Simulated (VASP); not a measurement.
# As: single point with PBE

Crystal: As.

```
As
1.0
     4.56640    0.00000    0.00000
    -2.28320    3.95462    0.00000
     0.00000    0.00000    2.89041
As
2
Direct
  0.33333 0.66667 0.00000
  0.66667 0.33333 0.00000
```

This isn't the form of As at room conditions, which is rhombohedral.

- Program: VASP 6.6.1
- Task: single point
- Functional: PBE
- Potentials or basis: VASP PAW PBE potentials, release 64 (As)
- Cutoff: 520 eV
- k mesh: 6 × 6 × 8
- Occupations: fermi-dirac, width 0.05 eV
- Spin: no spin polarisation

| Item | Value |
| --- | --- |
| Pressure | -0.7 GPa |
| Band gap on the k mesh | zero (bands 5 and 6 overlap by 4.01 eV) |

Stress tensor (GPa, compression positive):
```
 1.20  0.00  0.00
 0.00  1.20  0.00
 0.00  0.00 -4.65
```

Levels at points of the mesh, in eV from the Fermi level:
| k point | band 3 | band 4 | band 5 | band 6 | band 7 | band 8 |
| --- | --- | --- | --- | --- | --- | --- |
| (0.00, 0.00, 0.00) | -4.20 | -4.20 | 0.10 | 0.10 | 2.69 | 4.65 |
| (0.50, 0.00, 0.00) | -5.08 | -3.11 | 2.35 | 3.57 | 3.72 | 4.91 |
| (0.50, 0.50, 0.00) | -5.08 | -3.11 | 2.35 | 3.57 | 3.72 | 4.91 |
| (0.00, 0.00, 0.50) | -6.00 | -2.42 | -2.42 | -1.46 | 2.21 | 2.21 |
| (0.50, 0.00, 0.50) | -4.88 | -3.57 | -3.21 | -0.79 | 4.28 | 4.54 |
| (0.50, 0.50, 0.50) | -4.88 | -3.57 | -3.21 | -0.79 | 4.28 | 4.54 |

It used 100 s of CPU time on 1 thread of AMD EPYC 7R13 Processor (Zen 3), on a shared host.
